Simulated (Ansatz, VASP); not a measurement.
Hf: VASP beside Ansatz

```xyz
1
Lattice="-1.5505 1.5505 1.5505 1.5505 -1.5505 1.5505 1.5505 1.5505 -1.5505" Properties=species:S:1:pos:R:3 pbc="T T T"
Hf    0.0000    0.0000    0.0000
```

Change from the starting cell: volume scaled by 0.7, LAPW.

Alike in both runs: task single point; functional PBEsol; k mesh 15 × 15 × 15; occupations fermi-dirac, width 0.08 eV; no spin polarisation.

|  | VASP | Ansatz |
| --- | --- | --- |
| version | VASP 6.6.1 | Ansatz 0.2.0 |
| potentials or method | VASP PAW PBE potentials, release 64 (Hf_pv), cutoff 520 eV | all-electron LAPW, scalar-relativistic |

|  | VASP | Ansatz | Ansatz less VASP |
| --- | --- | --- | --- |
| pressure (GPa) | 67.2 | 67.6 | +0.40 |

VASP's potentials were made for PBE, not for PBEsol. Both programs put the cell under a high pressure, so it lies far from rest at this level. Ansatz ran all-electron here, and VASP with PAW potentials.

Spin-orbit coupling is off throughout. Noted on VASP's run: the cell as given lies far from equilibrium.
